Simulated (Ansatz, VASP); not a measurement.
# One calculation of CdHgS2, two programs

```xyz
4
Lattice="5.1414 0.0000 0.0000 0.0000 5.1414 0.0000 0.0000 0.0000 3.3757" Properties=species:S:1:pos:R:3 pbc="T T T"
Cd    2.5707    2.5707    1.6878
Hg    0.0000    0.0000    0.0000
S     2.5707    0.0000    0.0000
S     0.0000    2.5707    0.0000
```

Alike in both runs: functional PBE; k mesh 4 × 4 × 6; occupations gaussian, width 0.1 eV; no spin polarisation.

Ansatz relaxed the structure, and its values are those at the end. VASP's run is a single point on that final structure, the one shown.

```csv
,VASP,Ansatz
version,VASP 6.6.1,Ansatz 0.2.0
potentials or method,"VASP PAW PBE potentials, release 64 (Cd_sv_GW, Hg_sv_GW, S), cutoff 540 eV","scalar-relativistic, plane waves, PAW"
valence electrons in the cell,52,52
```

Ansatz gave:

| Property | Result |
| --- | --- |
| gap on the k mesh at the Fermi level (eV) | none |
| pressure (GPa) | 0.0 |

Task: What did VASP give for the same quantities?

Result: gap on the k mesh at the Fermi level (eV): none; pressure (GPa): -0.7.

A gap of «none» marks a metal or a gap that the smearing closes. The functional is the same, so the differences come from potentials, cutoffs and numerics.

Neither program's run includes spin-orbit coupling.
